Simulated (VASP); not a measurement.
# TiB3 (I4/mmm) in VASP: single point with PBE

Aim: the single point of TiB3 with PBE.

Everything below comes from runs of VASP 6.6.1. Logs are shortened: lines on timing, memory, paths and dates and some standing lists are left out, and cuts for length are marked.

## 1. The cell of the first run

The structure is tetragonal, space group I4/mmm (No. 139). The conventional cell has a = 3.266 Å, b = 3.266 Å, c = 7.316 Å, α = 90.00°, β = 90.00°, γ = 90.00°. Ti (site symmetry 4/mmm) has 12 B at 2.31 to 2.45 Å within 3.1 Å. B (site symmetry 4/mmm) has 4 Ti at 2.31 Å and 8 B at 2.45 Å within 3.1 Å. B (site symmetry -4m2) has 8 B at 2.31 to 2.45 Å and 4 Ti at 2.45 Å within 3.1 Å.

## 2. Single point, PBE (Al replaced by B, lengths x 0.873, strained)

Contents of INCAR:

```
PREC     = Accurate       # precision mode
ENCUT    = 520            # plane-wave cutoff, eV
EDIFF    = 1E-6           # SCF threshold, eV
ISMEAR   = 0              # smearing method
SIGMA    = 0.1            # smearing width, eV
LREAL    = F              # projectors in reciprocal space
LASPH    = T              # aspherical terms in the spheres
NELM     = 100            # most SCF steps
ALGO     = Normal         # electronic algorithm
ISIF     = 2              # what is computed and relaxed
LWAVE    = F              # write WAVECAR
LCHARG   = F              # write CHGCAR
GGA      = PE             # functional
NBANDS   = 18             # bands
```

Contents of KPOINTS:

```
Automatic mesh
0
Gamma
  8 8 8
```

Contents of POSCAR:

```
TiB3
1.0
   -1.6331364741      1.6331364741      3.6580459278
    1.6331364741     -1.6331364741      3.6580459278
    1.6331364741      1.6331364741     -3.6580459278
Ti B
1 3
Direct
    0.0000000000      0.0000000000      0.0000000000
    0.5000000000      0.5000000000      0.0000000000
    0.7500000000      0.2500000000      0.5000000000
    0.2500000000      0.7500000000      0.5000000000
```

Potentials or basis: VASP PAW PBE potentials, release 64 (Ti_sv, B).

Launch:

```console
$ cat potpaw_PBE.64/Ti_sv/POTCAR potpaw_PBE.64/B/POTCAR > POTCAR
$ mpirun -np 1 vasp_std > vasp.out
```

OUTCAR:

```text
PREC = Accurate
   ENCUT = 520
   EDIFF = 1E-6
   ISMEAR = 0
   LREAL = F
   LASPH = T
   NELM = 100
   ISIF = 2
   GGA = PE

 ion  position               nearest neighbor table
   1  0.000  0.000  0.000-   2 2.31   2 2.31   2 2.31   2 2.31   4 2.45   3 2.45   4 2.45   4 2.45
                             3 2.45   3 2.45   4 2.45   3 2.45
   2  0.500  0.500  0.000-   1 2.31   1 2.31   1 2.31   1 2.31
   3  0.750  0.250  0.500-   1 2.45   1 2.45   1 2.45   1 2.45
   4  0.250  0.750  0.500-   1 2.45   1 2.45   1 2.45   1 2.45

  LATTYP: Found a body centered tetragonal cell.
 ALAT       =     3.2662729482
 C/A-ratio  =     2.2398899209

  Lattice vectors:

 A1 = (  -1.6331364741,   1.6331364741,   3.6580459278)
 A2 = (   1.6331364741,  -1.6331364741,   3.6580459278)
 A3 = (   1.6331364741,   1.6331364741,  -3.6580459278)

Analysis of symmetry for initial positions (statically):
=====================================================================
 Subroutine PRICEL returns:
 Original cell was already a primitive cell.

 Routine SETGRP: Setting up the symmetry group for a
 body centered tetragonal supercell.

 Subroutine GETGRP returns: Found 16 space group operations
 (whereof 16 operations were pure point group operations)
 out of a pool of 16 trial point group operations.

The static configuration has the point symmetry D_4h.

Analysis of symmetry for dynamics (positions and initial velocities):
=====================================================================
 Subroutine PRICEL returns:
 Original cell was already a primitive cell.

 Routine SETGRP: Setting up the symmetry group for a
 body centered tetragonal supercell.

 Subroutine GETGRP returns: Found 16 space group operations
 (whereof 16 operations were pure point group operations)
 out of a pool of 16 trial point group operations.

The dynamic configuration has the point symmetry D_4h.

 Subroutine INISYM returns: Found 16 space group operations
 (whereof 16 operations are pure point group operations),
 and found     1 'primitive' translations

----------------------------------------------------------------------------------------

                                     Primitive cell

  volume of cell :      39.0260

  direct lattice vectors                    reciprocal lattice vectors
    -1.633136474  1.633136474  3.658045928     0.000000000  0.306159349  0.136684998
     1.633136474 -1.633136474  3.658045928     0.306159349  0.000000000  0.136684998
     1.633136474  1.633136474 -3.658045928     0.306159349  0.306159349  0.000000000

  length of vectors
     4.326149500  4.326149500  4.326149500     0.335285454  0.335285454  0.432974704

  position of ions in fractional coordinates (direct lattice)
     0.000000000  0.000000000  0.000000000
     0.500000000  0.500000000  0.000000000
     0.750000000  0.250000000  0.500000000
     0.250000000  0.750000000  0.500000000

  ion indices of the primitive-cell ions
   primitive index   ion index
                 1           1
                 2           2
                 3           3
                 4           4

----------------------------------------------------------------------------------------

 KPOINTS: Automatic mesh

Automatic generation of k-mesh.
 Grid dimensions read from file:
 generate k-points for:    8    8    8

 Generating k-lattice:

  Cartesian coordinates                     Fractional coordinates (reciprocal lattice)
     0.000000000  0.038269919  0.017085625     0.125000000  0.000000000 -0.000000000
     0.038269919  0.000000000  0.017085625     0.000000000  0.125000000 -0.000000000
     0.038269919  0.038269919  0.000000000     0.000000000  0.000000000  0.125000000

  Length of vectors
     0.041910682  0.041910682  0.054121838

  Shift w.r.t. Gamma in fractional coordinates (k-lattice)
     0.000000000  0.000000000  0.000000000

 Subroutine IBZKPT returns following result:
 ===========================================

 Found     59 irreducible k-points:

 Following reciprocal coordinates:
            Coordinates               Weight
  0.000000  0.000000  0.000000      1.000000
  0.125000 -0.000000  0.000000      8.000000
  0.250000 -0.000000  0.000000      8.000000
  0.375000 -0.000000  0.000000      8.000000
  0.500000 -0.000000  0.000000      4.000000
  0.125000  0.125000  0.000000      8.000000
[... 16 lines left out ...]
  0.250000  0.125000  0.125000     16.000000
  0.375000  0.125000  0.125000      8.000000
 [... further k-points ...]
   k-points           NKPTS =     59   k-points in BZ     NKDIM =     59   number of bands    NBANDS=     18
   number of dos      NEDOS =    301   number of ions     NIONS =      4
   total plane-waves  NPLWV =  32768
   dimension x,y,z NGX =    32 NGY =   32 NGZ =   32
   dimension x,y,z NGXF=    64 NGYF=   64 NGZF=   64
   ions per type =               1   3
   NGX,Y,Z   is equivalent  to a cutoff of  12.30, 12.30, 12.30 a.u.
   NGXF,Y,Z  is equivalent  to a cutoff of  24.59, 24.59, 24.59 a.u.
 SYSTEM =  unknown system
   PREC   = accura    normal or accurate (medium, high low for compatibility)
   ISTART =      0    job   : 0-new  1-cont  2-samecut
   ICHARG =      2    charge: 1-file 2-atom 10-const
   ISPIN  =      1    spin polarized calculation?
   LNONCOLLINEAR =      F non collinear calculations
   LSORBIT =      F    spin-orbit coupling
   LASPH  =      T    aspherical Exc in radial PAW
   ENCUT  =  520.0 eV  38.22 Ry    6.18 a.u.   8.04  8.04  8.04*2*pi/ulx,y,z
   NELM   =    100;   NELMIN=  2; NELMDL= -5     # of ELM steps
   EDIFF  = 0.1E-05   stopping-criterion for ELM
   LREAL  =      F    real-space projection
   EDIFFG = 0.1E-04   stopping-criterion for IOM
   NSW    =      0    number of steps for IOM
   IBRION =     -1    ionic relax: 0-MD 1-quasi-New 2-CG
   NFREE  =      0    steps in history (QN), initial steepest desc. (CG)
   ISIF   =      2    stress and relaxation
   ISYM   =      2    0-nonsym 1-usesym 2-fastsym
   POTIM  = 0.5000    time-step for ionic-motion
   TEBEG  =    0.0;   TEEND  =   0.0 temperature during run
   PSTRESS=    0.0 pullay stress
   NELECT =      21.0000    total number of electrons
   NUPDOWN=      -1.0000    fix difference up-down
   EMIN   =  10.00;   EMAX   =-10.00  energy-range for DOS
   EFERMI =   0.00;   METHOD = LEGACY
   ISMEAR =     0;   SIGMA  =   0.10  broadening in eV -4-tet -1-fermi 0-gaus
   EFERMI_NEDOS =   21; number of points for ismear=-14 and -15
   IALGO  =     38    algorithm
   IMIX   =      4    mixing-type and parameters
     AMIX     =   0.40;   BMIX     =  1.00
     AMIX_MAG =   1.60;   BMIX_MAG =  1.00
  volume/ion in A,a.u.               =       9.76        65.84
  Fermi-wavevector in a.u.,A,eV,Ry     =   1.331568  2.516298 24.124114  1.773072
  Thomas-Fermi vector in A             =   2.460569
   LORBIT       =      0    0 simple, 1 ext, 2 COOP (PROOUT), +10 PAW based schemes
   GGA     = PE    functional components
   LHFCALC =     F    Hartree Fock is set to
   AEXX    =    0.0000 exact exchange contribution
   IVDW    =     0    specifies the selected vdW correction
   LEPSILON=     F    determine dielectric tensor
   LRPA    =     F    only Hartree local field effects (RPA)
 non-spin polarized calculation
 Gauss-broadening in eV      SIGMA  =   0.10
  energy-cutoff  :      520.00
  volume of cell :       39.03
 maximum number of plane-waves:      1064
   NGX = 17   NGY = 17   NGZ = 17

 number of electron      21.0000003 magnetization

 Free energy of the ion-electron system (eV)
  ---------------------------------------------------
  ext. energy  EPLUGINS =         0.00000000
  ---------------------------------------------------
  free energy    TOTEN  =       -26.31677862 eV

  energy without entropy =      -26.31071996  energy(sigma->0) =      -26.31374929

 E-fermi :   7.1489     XC(G=0): -11.9453

 val. band max:        7.1386457301   @ k =   0.3750   0.1250   0.0000
 cond. band min:       7.2125287838   @ k =   0.3750  -0.0000   0.0000
 fundamental gap:      0.0738830537
 Fermi energy:         7.1488868994

 k-point     1 :       0.0000    0.0000    0.0000
  band No.  band energies     occupation
      1     -48.9387      2.00000
      2     -25.2010      2.00000
      3     -25.2010      2.00000
      4     -25.2000      2.00000
      5      -4.9562      2.00000
      6       3.4236      2.00000
[... 10 lines left out ...]
     17      12.5260      0.00000
     18      12.5568      0.00000

 k-point     2 :       0.1250   -0.0000    0.0000
  band No.  band energies     occupation
      1     -48.9370      2.00000
      2     -25.2236      2.00000
      3     -25.1990      2.00000
      4     -25.1986      2.00000
      5      -4.7143      2.00000
      6       2.6517      2.00000
[... 10 lines left out ...]
     17      12.6507      0.00000
     18      13.6761      0.00000

 k-point     3 :       0.2500   -0.0000    0.0000
  band No.  band energies     occupation
      1     -48.9328      2.00000
      2     -25.2779      2.00000
      3     -25.1965      2.00000
      4     -25.1927      2.00000
      5      -4.0100      2.00000
      6       1.5431      2.00000
[... 10 lines left out ...]
     17      12.7564      0.00000
     18      13.6170      0.00000

 k-point     4 :       0.3750   -0.0000    0.0000
  band No.  band energies     occupation
      1     -48.9286      2.00000
      2     -25.3316      2.00000
      3     -25.1940      2.00000
      4     -25.1868      2.00000
      5      -2.9049      2.00000
      6       0.0736      2.00000
[... 375 lines left out ...]
      4     -25.1892      2.00000
      5      -3.2697      2.00000
      6       1.9604      2.00000
[... 10 lines left out ...]
     17      13.3450      0.00000
     18      13.3949      0.00000

 k-point    23 :       0.2500    0.1250    0.1250
  band No.  band energies     occupation
      1     -48.9228      2.00000
      2     -25.3217      2.00000
      3     -25.2620      2.00000
      4     -25.1858      2.00000
      5      -2.2341      2.00000
      6       0.6661      2.00000
[... 10 lines left out ...]
     17      13.6260      0.00000
     18      14.0420      0.00000

 k-point    24 :       0.3750    0.1250    0.1250
  band No.  band energies     occupation
      1     -48.9211      2.00000
      2     -25.3436      2.00000
      3     -25.2594      2.00000
      4     -25.1844      2.00000
      5      -1.1203      2.00000
      6      -0.6228      2.00000
[... 10 lines left out ...]
     17      13.0573      0.00000
     18      14.2494      0.00000

 [... further k-points ...]

------------------------ aborting loop because EDIFF is reached ----------------------------------------

  FORCE on cell =-STRESS in cart. coord.  units (eV):
  Direction    XX          YY          ZZ          XY          YZ          ZX
  --------------------------------------------------------------------------------------
  -------------------------------------------------------------------------------------
  Total       -8.0776086     -8.0776086     -3.1922776      0.0000000     -0.0000000      0.0000000
  in kB     -331.6189107   -331.6189107   -131.0560681      0.0000000     -0.0000000      0.0000000
  external PRESSURE =    -264.7646298 kB  Pullay stress =       0.0000000 kB

 VOLUME and BASIS-vectors are now :
 -----------------------------------------------------------------------------
  energy-cutoff  :      520.00
  volume of cell :       39.03
      direct lattice vectors                 reciprocal lattice vectors
    -1.633136474  1.633136474  3.658045928     0.000000000  0.306159349  0.136684998
     1.633136474 -1.633136474  3.658045928     0.306159349  0.000000000  0.136684998
     1.633136474  1.633136474 -3.658045928     0.306159349  0.306159349  0.000000000

 POSITION                                       TOTAL-FORCE (eV/Angst)
 -----------------------------------------------------------------------------------
      0.00000      0.00000      0.00000         0.000000     -0.000000      0.000000
      0.00000      0.00000      3.65805         0.000000     -0.000000      0.000000
      0.00000      1.63314      1.82902        -0.000000      0.000000      0.000000
      1.63314      0.00000      1.82902        -0.000000     -0.000000     -0.000000
 -----------------------------------------------------------------------------------
    total drift:                                0.000000     -0.000000     -0.000000

  FREE ENERGIE OF THE ION-ELECTRON SYSTEM (eV)
  ---------------------------------------------------
  free  energy   TOTEN  =       -26.3167786231 eV

  energy  without entropy=      -26.3107199624  energy(sigma->0) =      -26.31374929
```

It took 20 s on 1 thread of Intel Xeon 6975P-C (Granite Rapids), shared host; peak memory 0.19 GiB.

What came out:

| Quantity | Value |
| --- | --- |
| Free energy | -26.3168 eV |
| Pressure | -26.5 GPa |

Caveat: the cell differs from its parent crystal (Al replaced by B, lengths x 0.873, strained).
